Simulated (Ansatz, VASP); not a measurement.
One calculation of MnO2, two programs

```
CELL_PARAMETERS angstrom
1.44024 0.83152 4.62182
-1.44024 0.83152 4.62182
0.00000 -1.66305 4.62182
ATOMIC_POSITIONS crystal
Mn 0.00000 0.00000 0.00000
O 0.26436 0.26436 0.26436
O 0.73564 0.73564 0.73564
```

Alike in both runs: task single point; functional PBEsol; k mesh 12 × 12 × 12; collinear spin; Hubbard terms Mn d U = 6.9 eV, J = 0.9 eV.

|  | VASP | Ansatz |
| --- | --- | --- |
| version | VASP 6.6.1 | Ansatz 0.2.0 |
| potentials or method | VASP PAW PBE potentials, release 64 (Mn_pv, O), cutoff 520 eV | plane waves, PAW |
| occupations | fermi-dirac, width 0.1 eV | fermi-dirac |
| valence electrons in the cell | 25 | 27 |

Ansatz gave:

* pressure (GPa): 1.5
* traceless stress, the component that is largest in VASP (GPa): -1.75
* net moment per atom (μB): 1.00
* size of the moment on the site where the two differ most (μB): 2.86

Problem. Estimate VASP's values.

Solution. Pressure (GPa): 1.2; traceless stress, the component that is largest in VASP (GPa): -1.03; net moment per atom (μB): 1.00; size of the moment on the site where the two differ most (μB): 3.24.

VASP's potentials were made for PBE, not for PBEsol. Site moments also hang on the region over which each program counts them. The programs project onto different local orbitals, so the same U acts differently, and such runs can settle in different states. VASP's potentials hold 25 valence electrons a cell and Ansatz's 27, so a difference there can come from the potentials and not from the codes. Ansatz's warnings: stress scf threshold loose.
